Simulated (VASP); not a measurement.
# CdSe in VASP: a series of runs

The runs below take CdSe through single point, with PBE.

Program: VASP 6.6.1. These are calculated values, not measurements. Logs are shortened: lines on timing, memory, paths and dates and some standing lists are left out, and cuts for length are marked.

## 1. The cell of the first run

Symmetry: I-43m, No. 217, cubic system. The conventional cell has a = 8.459 Å, b = 8.459 Å, c = 8.459 Å, α = 90.00°, β = 90.00°, γ = 90.00°. Within 3.4 Å of Cd (site symmetry 3m) lie 4 Se at 2.59 to 2.73 Å. Se (site symmetry 3m) has 4 Cd at 2.59 to 2.73 Å within 3.4 Å.

## 2. Single point, PBE

INCAR

```
  PREC = Accurate
  ENCUT = 520
  EDIFF = 1E-7
  ISMEAR = 0
  SIGMA = 0.1
  LREAL = F
  LASPH = T
  NELM = 60
  ALGO = Normal
  ISIF = 2
  LWAVE = F
  LCHARG = F
  GGA = PE
  NBANDS = 46
```

KPOINTS

```
regular mesh
0
Gamma
  2 2 2
```

POSCAR

```
CdSe
1.0
   -4.2296079929      4.2296079929      4.2296079929
    4.2296079929     -4.2296079929      4.2296079929
    4.2296079929      4.2296079929     -4.2296079929
Cd Se
4 4
Direct
    0.3191740331      1.0000000000      1.0000000000
    0.6808259669      0.6808259669      0.6808259669
    1.0000000000      0.3191740331      0.0000000000
    0.0000000000      0.0000000000      0.3191740331
    1.0000000000      0.6732160426      0.0000000000
    0.3267839574      0.3267839574      0.3267839574
    0.6732160426      1.0000000000      1.0000000000
    0.0000000000      0.0000000000      0.6732160426
```

Potentials or basis: VASP PAW PBE potentials, release 64 (Cd, Se).

Run with:

```console
> cat potpaw_PBE.64/Cd/POTCAR potpaw_PBE.64/Se/POTCAR > POTCAR
> mpirun -np 1 vasp_std > vasp.out
```

OUTCAR:

```text
PREC = Accurate
   ENCUT = 520
   EDIFF = 1E-7
   ISMEAR = 0
   LREAL = F
   LASPH = T
   NELM = 60
   ISIF = 2
   GGA = PE

 ion  position               nearest neighbor table
   1  0.319  0.000  0.000-   7 2.59   6 2.73   5 2.73   8 2.73
   2  0.681  0.681  0.681-   6 2.59   5 2.73   7 2.73   8 2.73
   3  0.000  0.319  0.000-   5 2.59   6 2.73   7 2.73   8 2.73
   4  0.000  0.000  0.319-   8 2.59   6 2.73   7 2.73   5 2.73
   5  0.000  0.673  0.000-   3 2.59   2 2.73   1 2.73   4 2.73
   6  0.327  0.327  0.327-   2 2.59   1 2.73   3 2.73   4 2.73
   7  0.673  0.000  0.000-   1 2.59   2 2.73   3 2.73   4 2.73
   8  0.000  0.000  0.673-   4 2.59   2 2.73   3 2.73   1 2.73

  LATTYP: Found a body centered cubic cell.
 ALAT       =     8.4592159858

  Lattice vectors:

 A1 = (  -4.2296079929,   4.2296079929,   4.2296079929)
 A2 = (   4.2296079929,  -4.2296079929,   4.2296079929)
 A3 = (   4.2296079929,   4.2296079929,  -4.2296079929)

Analysis of symmetry for initial positions (statically):
=====================================================================
 Subroutine PRICEL returns:
 Original cell was already a primitive cell.

 Routine SETGRP: Setting up the symmetry group for a
 body centered cubic supercell.

 Subroutine GETGRP returns: Found 24 space group operations
 (whereof 24 operations were pure point group operations)
 out of a pool of 48 trial point group operations.

The static configuration has the point symmetry T_d .

Analysis of symmetry for dynamics (positions and initial velocities):
=====================================================================
 Subroutine PRICEL returns:
 Original cell was already a primitive cell.

 Routine SETGRP: Setting up the symmetry group for a
 body centered cubic supercell.

 Subroutine GETGRP returns: Found 24 space group operations
 (whereof 24 operations were pure point group operations)
 out of a pool of 48 trial point group operations.

The dynamic configuration has the point symmetry T_d .

 Subroutine INISYM returns: Found 24 space group operations
 (whereof 24 operations are pure point group operations),
 and found     1 'primitive' translations

----------------------------------------------------------------------------------------

                                     Primitive cell

  volume of cell :     302.6637

  direct lattice vectors                    reciprocal lattice vectors
    -4.229607993  4.229607993  4.229607993     0.000000000  0.118214265  0.118214265
     4.229607993 -4.229607993  4.229607993     0.118214265  0.000000000  0.118214265
     4.229607993  4.229607993 -4.229607993     0.118214265  0.118214265  0.000000000

  length of vectors
     7.325895940  7.325895940  7.325895940     0.167180217  0.167180217  0.167180217

  position of ions in fractional coordinates (direct lattice)
     0.319174033  0.000000000  0.000000000
     0.680825967  0.680825967  0.680825967
     0.000000000  0.319174033  0.000000000
     0.000000000  0.000000000  0.319174033
     0.000000000  0.673216043  0.000000000
     0.326783957  0.326783957  0.326783957
     0.673216043  0.000000000  0.000000000
     0.000000000  0.000000000  0.673216043

  ion indices of the primitive-cell ions
   primitive index   ion index
                 1           1
                 2           2
                 3           3
                 4           4
                 5           5
                 6           6
                 7           7
                 8           8

----------------------------------------------------------------------------------------

 KPOINTS: regular mesh

Automatic generation of k-mesh.
 Grid dimensions read from file:
 generate k-points for:    2    2    2

 Generating k-lattice:

  Cartesian coordinates                     Fractional coordinates (reciprocal lattice)
     0.000000000  0.059107132  0.059107132     0.500000000  0.000000000  0.000000000
     0.059107132  0.000000000  0.059107132     0.000000000  0.500000000  0.000000000
     0.059107132  0.059107132  0.000000000     0.000000000  0.000000000  0.500000000

  Length of vectors
     0.083590108  0.083590108  0.083590108

  Shift w.r.t. Gamma in fractional coordinates (k-lattice)
     0.000000000  0.000000000  0.000000000

 Subroutine IBZKPT returns following result:
 ===========================================

 Found      3 irreducible k-points:

 Following reciprocal coordinates:
            Coordinates               Weight
  0.000000  0.000000  0.000000      1.000000
  0.500000  0.000000  0.000000      6.000000
  0.500000  0.500000  0.500000      1.000000
   k-points           NKPTS =      3   k-points in BZ     NKDIM =      3   number of bands    NBANDS=     46
   number of dos      NEDOS =    301   number of ions     NIONS =      8
   total plane-waves  NPLWV = 157464
   dimension x,y,z NGX =    54 NGY =   54 NGZ =   54
   dimension x,y,z NGXF=   108 NGYF=  108 NGZF=  108
   ions per type =               4   4
[... 107 lines left out ...]
     39       2.9890      0.00000
     40       2.9890      0.00000
     41       4.7208      0.00000
     42       4.7208      0.00000
     43       5.2984      0.00000
     44       5.4596      0.00000
     45       5.4596      0.00000
     46       5.4596      0.00000

 k-point     2 :       0.5000    0.0000    0.0000
  band No.  band energies     occupation
      1     -12.8733      2.00000
      2     -12.6329      2.00000
      3     -12.5638      2.00000
      4     -12.5185      2.00000
      5      -8.6535      2.00000
      6      -8.5987      2.00000
      7      -8.4664      2.00000
      8      -8.4658      2.00000
      9      -8.4646      2.00000
     10      -8.4006      2.00000
     11      -8.3916      2.00000
     12      -8.3817      2.00000
     13      -8.3707      2.00000
     14      -8.3008      2.00000
     15      -8.3004      2.00000
     16      -8.2887      2.00000
     17      -8.2700      2.00000
     18      -8.2689      2.00000
     19      -8.2021      2.00000
     20      -8.1933      2.00000
     21      -8.1915      2.00000
     22      -8.0446      2.00000
     23      -7.9879      2.00000
     24      -7.8925      2.00000
     25      -4.8194      2.00000
     26      -4.4674      2.00000
     27      -3.5927      2.00000
     28      -3.3537      2.00000
     29      -2.6056      2.00000
     30      -2.4397      2.00000
     31      -2.4375      2.00000
     32      -1.8663      2.00000
     33      -1.8103      2.00000
     34      -1.4776      2.00000
     35      -1.2414      2.00000
     36      -1.2202      2.00000
     37       1.7620      0.00000
     38       2.4655      0.00000
     39       2.6065      0.00000
     40       3.3093      0.00000
     41       3.4033      0.00000
     42       3.7278      0.00000
     43       4.2918      0.00000
     44       4.9862      0.00000
     45       5.0454      0.00000
     46       5.3258      0.00000

 k-point     3 :       0.5000    0.5000    0.5000
  band No.  band energies     occupation
      1     -12.6931      2.00000
      2     -12.6322      2.00000
      3     -12.6322      2.00000
      4     -12.6322      2.00000
      5      -8.7589      2.00000
      6      -8.4750      2.00000
      7      -8.4750      2.00000
      8      -8.4750      2.00000
      9      -8.4276      2.00000
     10      -8.4276      2.00000
     11      -8.4276      2.00000
     12      -8.4048      2.00000
     13      -8.4048      2.00000
     14      -8.3217      2.00000
     15      -8.3217      2.00000
     16      -8.3217      2.00000
     17      -8.2623      2.00000
     18      -8.2623      2.00000
     19      -8.1805      2.00000
     20      -8.1805      2.00000
     21      -8.1805      2.00000
     22      -7.9826      2.00000
     23      -7.9826      2.00000
     24      -7.9826      2.00000
     25      -4.7796      2.00000
     26      -3.3907      2.00000
     27      -3.3907      2.00000
     28      -3.3907      2.00000
     29      -3.1253      2.00000
     30      -3.1253      2.00000
     31      -2.3519      2.00000
     32      -2.3519      2.00000
     33      -2.3519      2.00000
     34      -0.9346      2.00000
     35      -0.9346      2.00000
     36      -0.9346      2.00000
     37       2.1575      0.00000
     38       2.1575      0.00000
     39       2.1575      0.00000
     40       2.8356      0.00000
     41       4.6627      0.00000
     42       4.6627      0.00000
     43       4.6627      0.00000
     44       5.2248      0.00000
     45       5.2248      0.00000
     46       5.3084      0.00000

------------------------ aborting loop because EDIFF is reached ----------------------------------------

  FORCE on cell =-STRESS in cart. coord.  units (eV):
  Direction    XX          YY          ZZ          XY          YZ          ZX
  --------------------------------------------------------------------------------------
  -------------------------------------------------------------------------------------
  Total        0.3085014      0.3085014      0.3085014      0.0000000      0.0000000     -0.0000000
  in kB        1.6330797      1.6330797      1.6330797      0.0000000      0.0000000     -0.0000000
  external PRESSURE =       1.6330797 kB  Pullay stress =       0.0000000 kB

 VOLUME and BASIS-vectors are now :
 -----------------------------------------------------------------------------
  energy-cutoff  :      520.00
  volume of cell :      302.66
      direct lattice vectors                 reciprocal lattice vectors
    -4.229607993  4.229607993  4.229607993     0.000000000  0.118214265  0.118214265
     4.229607993 -4.229607993  4.229607993     0.118214265  0.000000000  0.118214265
     4.229607993  4.229607993 -4.229607993     0.118214265  0.118214265  0.000000000

 POSITION                                       TOTAL-FORCE (eV/Angst)
 -----------------------------------------------------------------------------------
     -1.34998      1.34998      1.34998         0.005001     -0.005001     -0.005001
      2.87963      2.87963      2.87963         0.005001      0.005001      0.005001
      1.34998     -1.34998      1.34998        -0.005001      0.005001     -0.005001
      1.34998      1.34998     -1.34998        -0.005001     -0.005001      0.005001
      2.84744     -2.84744      2.84744        -0.025012      0.025012     -0.025012
      1.38217      1.38217      1.38217         0.025012      0.025012      0.025012
     -2.84744      2.84744      2.84744         0.025012     -0.025012     -0.025012
      2.84744      2.84744     -2.84744        -0.025012     -0.025012      0.025012
 -----------------------------------------------------------------------------------
    total drift:                               -0.000002     -0.000002     -0.000005

  FREE ENERGIE OF THE ION-ELECTRON SYSTEM (eV)
  ---------------------------------------------------
  free  energy   TOTEN  =       -20.9998085197 eV

  energy  without entropy=      -20.9998085196  energy(sigma->0) =      -20.99980852
```

It took 40 s on 1 thread of AMD EPYC 9R45 (Zen 5), shared host; peak memory 0.37 GiB.

What came out:

- Free energy: -20.9998 eV
- Pressure: 0.2 GPa
- Largest force: 0.043 eV/Å
- Band gap on the k mesh: 0.90 eV, indirect (least direct gap 0.95 eV)

Forces on the atoms (eV/Å):
```
Cd   0.005 -0.005 -0.005
Cd   0.005  0.005  0.005
Cd  -0.005  0.005 -0.005
Cd  -0.005 -0.005  0.005
Se  -0.025  0.025 -0.025
Se   0.025  0.025  0.025
Se   0.025 -0.025 -0.025
Se  -0.025 -0.025  0.025
```

Caveat: the k points lie up to 0.53 Å⁻¹ apart.

## 3. Single point, PBE

This run uses another cell than the first one, of 32.86 Å³/atom, 0.869 times its volume.

INCAR

```
PREC = Accurate
ENCUT = 520
EDIFF = 1E-6
ISMEAR = 0
SIGMA = 0.1
LREAL = F
LASPH = T
NELM = 60
ALGO = Normal
ISIF = 2
LWAVE = F
LCHARG = F
GGA = PE
NBANDS = 46
```

KPOINTS

```
regular mesh
0
Gamma
  4 4 4
```

POSCAR

```
CdSe
1.0
   -4.0356728200      4.0356728200      4.0356728200
    4.0356728200     -4.0356728200      4.0356728200
    4.0356728200      4.0356728200     -4.0356728200
Cd Se
4 4
Direct
    0.3253069500      0.0000000000      0.0000000000
    0.6746930500      0.6746930500      0.6746930500
    0.0000000000      0.3253069500      0.0000000000
    0.0000000000      0.0000000000      0.3253069500
    0.0000000000      0.6746930500      0.0000000000
    0.3253069500      0.3253069500      0.3253069500
    0.6746930500      0.0000000000      0.0000000000
    0.0000000000      0.0000000000      0.6746930500
```

Potentials or basis: VASP PAW PBE potentials, release 64 (Cd, Se).

Run with:

```console
> cat potpaw_PBE.64/Cd/POTCAR potpaw_PBE.64/Se/POTCAR > POTCAR
> mpirun -np 1 vasp_std > vasp.out
```

Run time: 71 s. Hardware: 1 thread of AMD EPYC 9R45 (Zen 5), shared host; peak memory 0.39 GiB.

The run converged. Its results:

* Free energy: -20.2617 eV
* Pressure: 7.0 GPa
* Largest force: 0.160 eV/Å
* Band gap on the k mesh: 1.31 eV, indirect (least direct gap 1.32 eV)

Forces in eV/Å, atoms in the order of the input:
```
Cd   0.092 -0.092 -0.092
Cd   0.092  0.092  0.092
Cd  -0.092  0.092 -0.092
Cd  -0.092 -0.092  0.092
Se  -0.006  0.006 -0.006
Se   0.006  0.006  0.006
Se   0.006 -0.006 -0.006
Se  -0.006 -0.006  0.006
```

Levels at points of the mesh, in eV from the valence-band top:
```
           k point  band 33  band 34  band 35  band 36  band 37  band 38  band 39  band 40
(0.00, 0.00, 0.00)    -1.08    -0.01    -0.01    -0.01     1.31     4.23     4.23     4.23
(0.50, 0.00, 0.00)    -1.08    -0.73    -0.39    -0.37     3.20     3.71     3.93     4.29
(0.50, 0.50, 0.50)    -1.68     0.00     0.00     0.00     3.52     3.52     3.52     3.87
```

## 4. Single point, PBE

INCAR

```
SYSTEM = CdSe
  ALGO = Normal
  EDIFF = 1E-6
  ENCUT = 520
  GGA = PE
  ISIF = 2
  ISMEAR = 0
  LASPH = .TRUE.
  LCHARG = .FALSE.
  LREAL = .FALSE.
  LWAVE = .FALSE.
  NBANDS = 46
  NELM = 100
  PREC = Accurate
  SIGMA = 0.1
```

KPOINTS

```
k-points
0
G
  4 4 4
  0 0 0
```

POSCAR

```
CdSe
1.0
   -4.2283465122      4.2283465122      4.2283465122
    4.2283465122     -4.2283465122      4.2283465122
    4.2283465122      4.2283465122     -4.2283465122
Cd Se
4 4
Direct
    0.3198509148      0.0000000000      0.0000000000
    0.6801490852      0.6801490852      0.6801490852
    0.0000000000      0.3198509148      0.0000000000
    0.0000000000      0.0000000000      0.3198509148
    0.0000000000      0.6734939374      0.0000000000
    0.3265060626      0.3265060626      0.3265060626
    0.6734939374      0.0000000000      0.0000000000
    0.0000000000      0.0000000000      0.6734939374
```

Run with:

```console
> cat potpaw_PBE.64/Cd/POTCAR potpaw_PBE.64/Se/POTCAR > POTCAR
> mpirun -np 1 vasp_std > vasp.out
```

It took 75 s on 1 thread of AMD EPYC 9R45 (Zen 5), shared host; peak memory 0.39 GiB.

Results (log left out):

```
Free energy            : -21.0660 eV
Pressure               : 0.2 GPa
Largest force          : 0.030 eV/Å
Band gap on the k mesh : 0.91 eV, indirect (least direct gap 0.96 eV)
```

Forces in eV/Å, atoms in the order of the input:
```
Cd   0.017 -0.017 -0.017
Cd   0.017  0.017  0.017
Cd  -0.017  0.017 -0.017
Cd  -0.017 -0.017  0.017
Se  -0.001  0.001 -0.001
Se   0.001  0.001  0.001
Se   0.001 -0.001 -0.001
Se  -0.001 -0.001  0.001
```

Levels at points of the mesh, in eV from the valence-band top:
```
           k point  band 32  band 33  band 34  band 35  band 36  band 37  band 38  band 39  band 40  band 41
(0.00, 0.00, 0.00)    -0.90    -0.90    -0.05    -0.05    -0.05     0.91     3.93     3.93     3.93     5.66
(0.50, 0.00, 0.00)    -0.93    -0.88    -0.54    -0.31    -0.29     2.70     3.41     3.55     4.25     4.34
(0.50, 0.50, 0.50)    -1.42    -1.42     0.00     0.00     0.00     3.10     3.10     3.10     3.78     5.60
```

A k mesh can miss the band edges. As with any semilocal functional, this PBE gap is likely too small.

## 5. Single point, PBE

INCAR

```
SYSTEM = CdSe
PREC = Accurate
ENCUT = 520
EDIFF = 1E-6
ISMEAR = 0
SIGMA = 0.1
LREAL = .False.
LASPH = .True.
NELM = 100
ALGO = Normal
ISIF = 2
LWAVE = .False.
LCHARG = .False.
GGA = PE
NBANDS = 46
```

KPOINTS

```
Automatic mesh
0
Gamma
  2 2 2
  0 0 0
```

POSCAR

```
CdSe
1.0
   -4.2206954352      4.2227566359      4.2370359441
    4.2221451037     -4.2237292895      4.2386922056
    4.2207339497      4.2238469802     -4.2377608644
Cd Se
4 4
Direct
    0.3169527937      0.9979757620      0.9990516520
    0.6813107148      0.6827087940      0.6821410625
    1.0009240755      0.3183651769      0.0002887895
    0.0007282475      0.0009473220      0.3185021138
    1.0000195524      0.6719839667     -0.0002882235
    0.3280861864      0.3273765883      0.3282655077
    0.6729715367      1.0018834338      1.0006823680
   -0.0009931071     -0.0012410436      0.6713567300
```

Run with:

```console
> cat potpaw_PBE.64/Cd/POTCAR potpaw_PBE.64/Se/POTCAR > POTCAR
> mpirun -np 1 vasp_std > vasp.out
```

It took 74 s on 1 thread of AMD EPYC 9R45 (Zen 5), shared host; peak memory 0.37 GiB.

The run converged. Its results:

```yaml
Free_energy: -21.0002 eV
Pressure: 0.2 GPa
Largest_force: 0.012 eV/Å
Band_gap_on_the_k_mesh: 0.91 eV, indirect (least direct gap 0.95 eV)
```

Forces in eV/Å, atoms in the order of the input:
```
Cd   0.004 -0.001  0.005
Cd  -0.002  0.003 -0.001
Cd  -0.001  0.000  0.001
Cd  -0.003  0.000 -0.003
Se  -0.006  0.006 -0.006
Se   0.008  0.005  0.006
Se   0.005 -0.007 -0.009
Se  -0.005 -0.007  0.007
```

Levels at points of the mesh, in eV from the valence-band top:
```tsv
k point	band 34	band 35	band 36	band 37	band 38	band 39
(0.00, 0.00, 0.00)	-0.05	-0.04	-0.04	0.91	3.91	3.94
(0.50, 0.00, 0.00)	-0.54	-0.31	-0.28	2.70	3.40	3.54
(0.00, 0.50, 0.00)	-0.54	-0.31	-0.28	2.70	3.40	3.54
(0.50, 0.50, 0.00)	-0.54	-0.30	-0.29	2.70	3.39	3.56
(0.00, 0.00, 0.50)	-0.54	-0.30	-0.29	2.70	3.39	3.56
(0.50, 0.00, 0.50)	-0.54	-0.31	-0.29	2.70	3.40	3.54
(0.00, 0.50, 0.50)	-0.54	-0.31	-0.28	2.70	3.40	3.54
(0.50, 0.50, 0.50)	0.00	0.00	0.00	3.08	3.08	3.10
```

Caveat: the k points lie up to 0.53 Å⁻¹ apart.

## 6. Overview

```tsv
cell	k mesh	gap on the mesh (eV)	pressure (GPa)	largest force (eV/Å)
a = 7.326 Å, angles 109.5°, 8 atoms	2 × 2 × 2	0.90	0.2	0.04
a = 6.990 Å, angles 109.5°, 8 atoms	4 × 4 × 4	1.31	7.0	0.16
a = 7.324 Å, angles 109.5°, 8 atoms	4 × 4 × 4	0.91	0.2	0.03
a = 7.321, b = 7.323, c = 7.322 Å, angles 109.6, 109.5, 109.3°, 8 atoms	2 × 2 × 2	0.91	0.2	0.01
```

Some of these runs hold the atoms at other places in the same cell, which the table doesn't show; runs alike in all that it shows share one row.

Alike in all rows: task single point; level PBE; potentials or basis VASP PAW PBE potentials, release 64 (Cd, Se); no spin polarisation; cutoff (eV) 520; smearing gaussian 0.1 eV.

Caveats: some runs use coarse meshes.

Absolute energies hang on the potentials; compare differences alone.
